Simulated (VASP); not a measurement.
# NaHF2 (R-3m) in VASP: a series of runs, part 2 of 2

VASP 6.6.1. Earlier steps stand in the parts before.

### Step 4. Single point, LDA (equal xx and yy strain of +1 %)

INCAR

```
SYSTEM = NaHF2
ALGO     = Normal         ! electronic algorithm
EDIFF    = 1E-6           ! SCF threshold, eV
ENCUT    = 520            ! plane-wave cutoff, eV
ISIF     = 2              ! what is computed and relaxed
ISMEAR   = -1             ! smearing method
LASPH    = .TRUE.         ! aspherical terms in the spheres
LCHARG   = .FALSE.        ! write CHGCAR
LREAL    = .FALSE.        ! projectors in reciprocal space
LWAVE    = .FALSE.        ! write WAVECAR
NBANDS   = 19             ! bands
NELM     = 60             ! most SCF steps
PREC     = Accurate       ! precision mode
SIGMA    = 0.02           ! smearing width, eV
```

KPOINTS

```
k-points
0
G
  10 10 10
  0 0 0
```

POSCAR

```
NaHF2
1.0
    1.7457296693      1.0078974945      4.6388706988
   -1.7457296693      1.0078974945      4.6388706988
    0.0000000000     -2.0157949890      4.6388706988
Na H F
1 1 2
Direct
    0.0000000000      0.0000000000      0.0000000000
    0.5000000000      0.5000000000      0.5000000000
    0.4100000000      0.4100000000      0.4100000000
    0.5900000000      0.5900000000      0.5900000000
```

Potentials or basis: VASP PAW LDA potentials, release 64 (Na_pv, H, F).

Run with:

```console
$ cat potpaw_LDA.64/Na_pv/POTCAR potpaw_LDA.64/H/POTCAR potpaw_LDA.64/F/POTCAR > POTCAR
$ mpirun -np 1 vasp_std > vasp.out
```

OUTCAR:

```text
SYSTEM = NaHF2
   EDIFF = 1E-6
   ENCUT = 520
   ISIF = 2
   ISMEAR = -1
   LASPH = .TRUE.
   LREAL = .FALSE.
   NELM = 60
   PREC = Accurate

 ion  position               nearest neighbor table
   1  0.000  0.000  0.000-   4 2.28   3 2.28   4 2.28   4 2.28   3 2.28   3 2.28
   2  0.500  0.500  0.500-   3 1.25   4 1.25
   3  0.410  0.410  0.410-   2 1.25   1 2.28   1 2.28   1 2.28
   4  0.590  0.590  0.590-   2 1.25   1 2.28   1 2.28   1 2.28

  LATTYP: Found a trigonal (rhomboedric) cell.
 ALAT       =     5.0579196116
 COS(alpha) =     0.7617460352

  Lattice vectors:

 A1 = (   1.7457296693,   1.0078974945,   4.6388706988)
 A2 = (  -1.7457296693,   1.0078974945,   4.6388706988)
 A3 = (   0.0000000000,  -2.0157949890,   4.6388706988)

Analysis of symmetry for initial positions (statically):
=====================================================================
 Subroutine PRICEL returns:
 Original cell was already a primitive cell.

 Routine SETGRP: Setting up the symmetry group for a
 trigonal (rhombohedral) supercell.

 Subroutine GETGRP returns: Found 12 space group operations
 (whereof 12 operations were pure point group operations)
 out of a pool of 12 trial point group operations.

The static configuration has the point symmetry D_3d.

Analysis of symmetry for dynamics (positions and initial velocities):
=====================================================================
 Subroutine PRICEL returns:
 Original cell was already a primitive cell.

 Routine SETGRP: Setting up the symmetry group for a
 trigonal (rhombohedral) supercell.

 Subroutine GETGRP returns: Found 12 space group operations
 (whereof 12 operations were pure point group operations)
 out of a pool of 12 trial point group operations.

[... 114 lines left out ...]
   PSTRESS=    0.0 pullay stress
   NELECT =      22.0000    total number of electrons
   NUPDOWN=      -1.0000    fix difference up-down
   EMIN   =  10.00;   EMAX   =-10.00  energy-range for DOS
   EFERMI =   0.00;   METHOD = LEGACY
   ISMEAR =    -1;   SIGMA  =   0.02  broadening in eV -4-tet -1-fermi 0-gaus
   EFERMI_NEDOS =   21; number of points for ismear=-14 and -15
   IALGO  =     38    algorithm
   IMIX   =      4    mixing-type and parameters
     AMIX     =   0.40;   BMIX     =  1.00
     AMIX_MAG =   1.60;   BMIX_MAG =  1.00
  volume/ion in A,a.u.               =      12.24        82.62
  Fermi-wavevector in a.u.,A,eV,Ry     =   1.253805  2.369348 21.388736  1.572028
  Thomas-Fermi vector in A             =   2.387641
   LORBIT       =      0    0 simple, 1 ext, 2 COOP (PROOUT), +10 PAW based schemes
   GGA     = CA    functional components
   LHFCALC =     F    Hartree Fock is set to
   AEXX    =    0.0000 exact exchange contribution
   IVDW    =     0    specifies the selected vdW correction
   LEPSILON=     F    determine dielectric tensor
   LRPA    =     F    only Hartree local field effects (RPA)
 non-spin polarized calculation
  energy-cutoff  :      520.00
  volume of cell :       48.97
 maximum number of plane-waves:      1343
 NGX is ok and might be reduce to    40
   NGX = 19   NGY = 19   NGZ = 19

 number of electron      21.9999998 magnetization

 Free energy of the ion-electron system (eV)
  ---------------------------------------------------
  ext. energy  EPLUGINS =         0.00000000
  ---------------------------------------------------
  free energy    TOTEN  =       -18.48781583 eV

  energy without entropy =      -18.48781583  energy(sigma->0) =      -18.48781583

 E-fermi :  -3.8883     XC(G=0):  -8.7406

 val. band max:       -4.3707215766   @ k =   0.5000   0.5000   0.5000
 cond. band min:       1.9048771082   @ k =   0.0000   0.0000   0.0000
 fundamental gap:      6.2755986848
 Fermi energy:        -3.8882797799

 k-point     1 :       0.0000    0.0000    0.0000
  band No.  band energies     occupation
      1     -23.9770      2.00000
      2     -23.3801      2.00000
      3     -22.4578      2.00000
      4     -22.4578      2.00000
      5     -22.1976      2.00000
      6      -8.7171      2.00000
[... 505 lines left out ...]
      6      -8.2789      2.00000
[... 11 lines left out ...]
     18      14.7135      0.00000
     19      15.1750      0.00000

 [... further k-points ...]
[... 5 lines left out ...]
  --------------------------------------------------------------------------------------
  -------------------------------------------------------------------------------------
  Total       -0.6882382     -0.6882382     -5.4538043      0.0000000     -0.0000000     -0.0000000
  in kB      -22.5160654    -22.5160654   -178.4239929      0.0000000     -0.0000000     -0.0000000
  external PRESSURE =     -74.4853745 kB  Pullay stress =       0.0000000 kB

 VOLUME and BASIS-vectors are now :
 -----------------------------------------------------------------------------
  energy-cutoff  :      520.00
  volume of cell :       48.97
      direct lattice vectors                 reciprocal lattice vectors
     1.745729669  1.007897495  4.638870699     0.286413188  0.165360731  0.071856569
    -1.745729669  1.007897495  4.638870699    -0.286413188  0.165360731  0.071856569
     0.000000000 -2.015794989  4.638870699     0.000000000 -0.330721462  0.071856569

 POSITION                                       TOTAL-FORCE (eV/Angst)
 -----------------------------------------------------------------------------------
      0.00000      0.00000      0.00000         0.000000     -0.000000     -0.000000
      0.00000      0.00000      6.95831        -0.000000      0.000000     -0.000000
      0.00000      0.00000      5.70581         0.000000     -0.000000      2.078155
      0.00000      0.00000      8.21080         0.000000     -0.000000     -2.078155
 -----------------------------------------------------------------------------------
    total drift:                                0.000000      0.000000     -0.000000

  FREE ENERGIE OF THE ION-ELECTRON SYSTEM (eV)
  ---------------------------------------------------
  free  energy   TOTEN  =       -18.4878158290 eV

  energy  without entropy=      -18.4878158290  energy(sigma->0) =      -18.48781583
```

Wall time 2.4 min (1 thread of AMD EPYC 9R45 (Zen 5), shared host); peak memory 0.21 GiB.

Results:

```yaml
Free_energy: -18.4878 eV
Pressure: -7.4 GPa
Largest_force: 2.078 eV/Å
Band_gap_on_the_k_mesh: 6.28 eV, indirect (least direct gap 6.57 eV)
```

Forces on the atoms (eV/Å):
```
Na   0.000  0.000  0.000
H    0.000  0.000  0.000
F    0.000  0.000  2.078
F    0.000  0.000 -2.078
```

Caveat: the cell differs from its parent crystal (equal xx and yy strain of +1 %); forces of over 1 eV/Å act on the atoms, so gaps and moduli don't describe the material at rest.

### Step 5. Single point, LDA (equal xx and yy strain of +2 %)

INCAR

```
PREC = Accurate
ENCUT = 520
EDIFF = 1E-6
ISMEAR = -1
SIGMA = 0.02
LREAL = F
LASPH = T
NELM = 80
ALGO = Normal
ISIF = 2
LWAVE = F
LCHARG = F
GGA = CA
NBANDS = 19
```

KPOINTS

```
regular mesh
0
Gamma
  10 10 10
```

POSCAR

```
NaHF2
1.0
    1.7630141214      1.0178766776      4.6388706988
   -1.7630141214      1.0178766776      4.6388706988
    0.0000000000     -2.0357533553      4.6388706988
Na H F
1 1 2
Direct
    0.0000000000      0.0000000000      0.0000000000
    0.5000000000      0.5000000000      0.5000000000
    0.4100000000      0.4100000000      0.4100000000
    0.5900000000      0.5900000000      0.5900000000
```

Run with:

```console
$ cat potpaw_LDA.64/Na_pv/POTCAR potpaw_LDA.64/H/POTCAR potpaw_LDA.64/F/POTCAR > POTCAR
$ mpirun -np 1 vasp_std > vasp.out
```

Run time: 2.6 min. Hardware: 1 thread of AMD EPYC 9R45 (Zen 5), shared host; peak memory 0.21 GiB.

Results (log left out):

| Quantity | Value |
| --- | --- |
| Free energy | -18.4741 eV |
| Pressure | -7.8 GPa |
| Largest force | 2.037 eV/Å |
| Band gap on the k mesh | 6.23 eV, indirect (least direct gap 6.51 eV) |

Forces in eV/Å, atoms in the order of the input:
```
Na   0.000  0.000  0.000
H    0.000  0.000  0.000
F    0.000  0.000  2.037
F    0.000  0.000 -2.037
```

Stress tensor (GPa, compression positive):
```
 -2.82   0.00   0.00
  0.00  -2.82   0.00
  0.00   0.00 -17.78
```

Levels at points of the mesh, in eV from the valence-band top:
```
           k point  band 7  band 8  band 9  band 10  band 11  band 12  band 13  band 14  band 15  band 16
(0.00, 0.00, 0.00)   -0.32   -0.32   -0.31    -0.31    -0.28     6.23    12.67    13.93    15.17    18.48
(0.50, 0.00, 0.00)   -1.54   -0.49   -0.46    -0.42    -0.41     9.93    10.95    14.74    14.88    15.17
(0.50, 0.50, 0.00)   -1.29   -0.86   -0.74    -0.55    -0.10    10.84    11.09    13.23    13.57    14.22
(0.50, 0.50, 0.50)   -1.26   -0.61   -0.61     0.00     0.00     7.98     9.58    13.55    18.53    18.53
```

Caveat: the cell differs from its parent crystal (equal xx and yy strain of +2 %); forces of over 1 eV/Å act on the atoms, so gaps and moduli don't describe the material at rest. A k mesh can miss the band edges.

### Step 6. The runs side by side

| cell | gap on the mesh (eV) | pressure (GPa) | largest force (eV/Å) |
| --- | --- | --- | --- |
| a = 5.034 Å, angles 39.3°, 4 atoms | 6.41 | -6.0 | 2.23 |
| a = 5.042 Å, angles 39.7°, 4 atoms | 6.37 | -6.6 | 2.17 |
| a = 5.058 Å, angles 40.4°, 4 atoms | 6.28 | -7.4 | 2.08 |
| a = 5.066 Å, angles 40.7°, 4 atoms | 6.23 | -7.8 | 2.04 |

Alike in all rows: task single point; level LDA; potentials or basis VASP PAW LDA potentials, release 64 (Na_pv, H, F); no spin polarisation; k mesh 10 × 10 × 10; cutoff (eV) 520; smearing fermi-dirac 0.02 eV.

Caveats: forces of over 1 eV/Å act on the atoms, so gaps and moduli don't describe the material at rest.

Absolute energies hang on the potentials; compare differences alone.
